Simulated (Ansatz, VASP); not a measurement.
**YSi6 in VASP and in Ansatz**

```xyz
7
Lattice="2.8604 1.6515 4.2143 -2.8604 1.6515 4.2143 0.0000 -3.3029 4.2143" Properties=species:S:1:pos:R:3 pbc="T T T"
Y     0.0000    0.0000    6.3214
Si    0.0000   -1.4460    3.3434
Si    1.2522    0.7230    3.3434
Si   -1.2522    0.7230    3.3434
Si   -1.2522   -0.7230    9.2994
Si    0.0000    1.4460    9.2994
Si    1.2522   -0.7230    9.2994
```

Alike in both runs: functional PBE; k mesh 6 × 6 × 6; occupations gaussian, width 0.1 eV; no spin polarisation.

Ansatz relaxed the structure, and its values are those at the end. VASP's run is a single point on that final structure, the one shown.

|  | VASP | Ansatz |
| --- | --- | --- |
| version | VASP 6.6.1 | Ansatz 0.2.0 |
| potentials or method | VASP PAW PBE potentials, release 64 (Y_sv, Si), cutoff 520 eV | scalar-relativistic, plane waves, PAW |
| valence electrons in the cell | 35 | 35 |

|  | VASP | Ansatz | Ansatz less VASP |
| --- | --- | --- | --- |
| gap on the k mesh at the Fermi level (eV) | none | none | - |
| pressure (GPa) | 0.1 | 0.1 | +0.06 |
| rms of the force components (eV/Å) | 0.017 | 0.018 | +0.0010 |

A gap of «none» marks a metal or a gap that the smearing closes.
